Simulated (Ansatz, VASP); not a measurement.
**Na in VASP and in Ansatz**

The input POSCAR:

```
Na
1.0
    0.0000000000      3.6557966462      3.6557966462
    3.6557966462      0.0000000000      3.6557966462
    3.6557966462      3.6557966462      0.0000000000
Na
2
Direct
    0.1250000000      0.1250000000      0.1250000000
    0.8750000000      0.8750000000      0.8750000000
```

The input INCAR.step1:

```
  PREC = Accurate
  ENCUT = 520
  ISMEAR = -1
  SIGMA = 0.1
  LREAL = False
  LASPH = True
  NELM = 80
  NBANDS = 14
  GGA = PE
  ALGO = Normal
  EDIFF = 1E-4
  LWAVE = True
  LCHARG = False
```

Contents of INCAR.step2:

```
  PREC = Accurate
  ENCUT = 520
  EDIFF = 1E-6
  ISMEAR = -1
  SIGMA = 0.1
  LREAL = False
  LASPH = True
  NELM = 80
  ALGO = Normal
  ISIF = 2
  LWAVE = False
  LCHARG = True
  METAGGA = R2SCAN
  LMIXTAU = True
  LELF = True
  LVHAR = True
  NBANDS = 14
  ISTART = 1
```

KPOINTS

```
regular mesh
0
Gamma
  8 8 8
```

Input for Ansatz:

```yaml
crystal:
  lattice:
    - [0.0, 3.6557966462, 3.6557966462]
    - [3.6557966462, 0.0, 3.6557966462]
    - [3.6557966462, 3.6557966462, 0.0]
  atoms:
    - { symbol: Na, position: [0.125, 0.125, 0.125] }
    - { symbol: Na, position: [0.875, 0.875, 0.875] }
hamiltonian:
  xc: r2scan
  pseudopotentials:
    kind: paw
    azcp:
      Na: "pseudopotentials/Na.paw.azcp"
basis:
  ecutwfc: 500
  fft_grid_basis: typed
kpoints:
  mp_grid: { grid: [8, 8, 8], shift: [0, 0, 0] }
magnetization:
  spin_polarized: false
scf:
  occupations: { method: fermi_dirac, width: 0.1 }
  lower_state_search: "off"
output:
  stress: true
  write_density: true
  write_potential: true
  elf: true
  volumetric_format: npy
```

Alike in both runs: task single point; functional r2SCAN; k mesh 8 × 8 × 8; occupations fermi-dirac, width 0.1 eV; no spin polarisation.

|  | VASP | Ansatz |
| --- | --- | --- |
| version | VASP 6.6.1 | Ansatz 0.2.0 |
| potentials or method | VASP PAW PBE potentials, release 64 (Na_pv), cutoff 520 eV | plane waves (500 eV) with PAW, scalar-relativistic |
| valence electrons in the cell | 14 | 18 |

```tsv
	VASP	Ansatz	Ansatz less VASP
pressure (GPa)	0.3	0.3	+0.01
```

VASP's potentials were made for PBE, not for r2SCAN. VASP's potentials hold 14 valence electrons a cell and Ansatz's 18, so a difference there can come from the potentials and not from the codes.
